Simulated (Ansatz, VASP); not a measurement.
Two plane-wave programs on Cs

The input POSCAR:

```
Cs
1.0
   -3.1284650614      3.1284650614      3.1284650614
    3.1284650614     -3.1284650614      3.1284650614
    3.1284650614      3.1284650614     -3.1284650614
Cs
1
Direct
    0.0000000000      0.0000000000      0.0000000000
```

The input INCAR.step1:

```
SYSTEM = Cs
  ALGO = Normal
  EDIFF = 1E-4
  ENCUT = 520
  GGA = PE
  GGA_COMPAT = .FALSE.
  ISMEAR = 1
  LASPH = .TRUE.
  LCHARG = .FALSE.
  LREAL = .FALSE.
  LSORBIT = .TRUE.
  LWAVE = .TRUE.
  MAGMOM = 0 0 0
  NBANDS = 20
  NELM = 150
  PREC = Accurate
  SIGMA = 0.15
```

INCAR.step2

```
SYSTEM = Cs
  ALGO = Normal
  EDIFF = 1E-6
  ENCUT = 520
  GGA_COMPAT = .FALSE.
  ISIF = 2
  ISMEAR = 1
  ISTART = 1
  LASPH = .TRUE.
  LCHARG = .TRUE.
  LMIXTAU = .TRUE.
  LORBIT = 11
  LORBMOM = .TRUE.
  LREAL = .FALSE.
  LSORBIT = .TRUE.
  LVHAR = .TRUE.
  LWAVE = .FALSE.
  MAGMOM = 0 0 0
  METAGGA = R2SCAN
  NBANDS = 20
  NELM = 150
  PREC = Accurate
  SIGMA = 0.15
```

KPOINTS

```
k-points
0
G
  6 6 6
  0 0 0
```

input.yaml

```yaml
crystal:
  lattice:
    - [-3.1284650614, 3.1284650614, 3.1284650614]
    - [3.1284650614, -3.1284650614, 3.1284650614]
    - [3.1284650614, 3.1284650614, -3.1284650614]
  atoms:
    - { symbol: Cs, position: [0.0, 0.0, 0.0] }
hamiltonian:
  xc: r2scan
  pseudopotentials: { kind: paw_fr }
magnetization:
  noncollinear: true
  spin_orbit: true
kpoints:
  mp_grid: { grid: [6, 6, 6] }
  band_path:
    path:
      - [[0.0, 0.0, 0.0], [0.5, -0.5, 0.5], [0.0, 0.0, 0.5], [0.0, 0.0, 0.0], [0.25, 0.25, 0.25], [0.5, -0.5, 0.5]]
      - [[0.25, 0.25, 0.25], [0.0, 0.0, 0.5]]
    npoints: 14
scf:
  occupations: { method: methfessel_paxton, width: 0.15 }
  n_extra_bands: 6
output:
  forces: true
  stress: true
  eigenvalues: true
  fatbands: false
```

Alike in both runs: functional r2SCAN; k mesh 6 × 6 × 6; occupations methfessel-paxton of order 1, width 0.15 eV; non-collinear spin, spin-orbit coupling.

```csv
,VASP,Ansatz
version,VASP 6.6.1,Ansatz 0.2.0
potentials or method,"VASP PAW PBE potentials, release 64 (Cs_sv)",Ansatz PAW
plane-wave cutoff (eV),520,500
valence electrons in the cell,9,9
task,single point,band structure
```

```tsv
	VASP	Ansatz	Ansatz less VASP
pressure (GPa)	0.0	0.0	+0.01
net moment per atom (μB)	0.00	0.00	0.000
```

VASP's potentials were made for PBE, not for r2SCAN.
